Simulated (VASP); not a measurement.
## Bi4C: single point with PBE

Bi4C:

```
Bi C
1.0
    -3.27865    3.27865    3.27865
     3.27865   -3.27865    3.27865
     3.27865    3.27865   -3.27865
Bi C
4 1
Direct
  0.50000 0.50000 0.50000
  0.50000 0.00000 0.00000
  0.00000 0.00000 0.50000
  0.00000 0.50000 0.00000
  0.00000 0.00000 0.00000
```

The cell was generated, and may not be a known phase.

```
Program             : VASP 6.6.1
Task                : single point
Functional          : PBE
Potentials or basis : VASP PAW PBE potentials, release 64 (Bi_d, C)
Cutoff              : 520 eV
k mesh              : 4 × 4 × 4
Occupations         : gaussian, width 0.1 eV
Spin                : no spin polarisation
```

| Item | Value |
| --- | --- |
| Pressure | 0.0 GPa |
| Band gap on the k mesh | zero (bands 32 and 33 overlap by 1.85 eV) |

Levels at points of the mesh, in eV from the Fermi level:
```csv
k point,band 30,band 31,band 32,band 33,band 34,band 35
"(0.00, 0.00, 0.00)",-3.33,-3.33,1.32,1.32,1.32,2.44
"(0.50, 0.00, 0.00)",-1.39,-1.25,-0.09,0.32,0.40,0.55
"(0.50, 0.50, 0.50)",-1.71,-1.14,-0.12,-0.12,-0.12,4.35
```

Run time: 59 s on 1 thread of Oxide Virtual Turin-like Processor (shared host), peak memory 0.23 GiB.

Caveat: spin-orbit coupling is left out, which moves the levels of the heavy elements.
